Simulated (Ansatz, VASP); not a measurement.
# SnTe in VASP and in Ansatz

```
Te Sn
1.0
     0.00000    3.21265    3.21265
     3.21265    0.00000    3.21265
     3.21265    3.21265    0.00000
Te Sn
1 1
Cartesian
  3.2126 3.2126 3.2126
  0.0000 0.0000 0.0000
```

Alike in both runs: task single point; functional PBE; k mesh 7 × 7 × 7; occupations fermi-dirac, width 0.05 eV; non-collinear spin, spin-orbit coupling.

|  | VASP | Ansatz |
| --- | --- | --- |
| version | VASP 6.6.1 | Ansatz 0.2.0 |
| potentials or method | VASP PAW PBE potentials, release 64 (Te, Sn_d) | Ansatz PAW |
| plane-wave cutoff (eV) | 520 | 420 |
| valence electrons in the cell | 20 | 30 |

```tsv
	VASP	Ansatz	Ansatz less VASP
pressure (GPa)	-0.3	-0.3	+0.02
net moment per atom (μB)	0.00	0.00	0.000
```

The functional is the same, so the differences come from potentials, cutoffs and numerics. VASP's potentials hold 20 valence electrons a cell and Ansatz's 30, so a difference there can come from the potentials and not from the codes.
